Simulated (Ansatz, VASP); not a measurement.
CdTe: VASP beside Ansatz

The input INCAR:

```
SYSTEM = CdTe
PREC = Accurate
ENCUT = 520
EDIFF = 1E-6
ISMEAR = 0
SIGMA = 0.01
LREAL = .False.
LASPH = .True.
NELM = 60
ALGO = Normal
ISIF = 2
LWAVE = .False.
LCHARG = .False.
GGA = PE
NBANDS = 16
```

KPOINTS

```
regular mesh
0
Gamma
  6 6 6
  0 0 0
```

POSCAR

```
CdTe
1.0
    0.0000000000      3.2756328289      3.2756328289
    3.2756328289      0.0000000000      3.2756328289
    3.2756328289      3.2756328289      0.0000000000
Cd Te
1 1
Direct
    0.0000000000      0.0000000000      0.0000000000
    0.2500000000      0.2500000000      0.2500000000
```

Input for Ansatz:

```yaml
crystal:
  lattice:
    - [0.0, 3.2756328289, 3.2756328289]
    - [3.2756328289, 0.0, 3.2756328289]
    - [3.2756328289, 3.2756328289, 0.0]
  atoms:
    - { symbol: Cd, position: [0.0, 0.0, 0.0] }
    - { symbol: Te, position: [0.25, 0.25, 0.25] }
kpoints:
  mp_grid: { grid: [6, 6, 6] }
hamiltonian:
  xc: pbe
scf:
  occupations: { method: fixed }
  n_extra_bands: 4
output:
  forces: true
  stress: true
  eigenvalues: true
```

Alike in both runs: task single point; functional PBE; k mesh 6 × 6 × 6; no spin polarisation.

```csv
,VASP,Ansatz
version,VASP 6.6.1,Ansatz 0.2.0
potentials or method,"VASP PAW PBE potentials, release 64 (Cd, Te)","plane waves, PAW"
plane-wave cutoff (eV),520,420
occupations,"gaussian, width 0.01 eV",fixed
valence electrons in the cell,18,36
```

```csv
,VASP,Ansatz,Ansatz less VASP
gap on the k mesh at the Fermi level (eV),0.67,0.67,+0.002
pressure (GPa),1.3,1.2,-0.13
```

VASP's potentials hold 18 valence electrons a cell and Ansatz's 36, so a difference there can come from the potentials and not from the codes.

Spin-orbit coupling is off throughout.
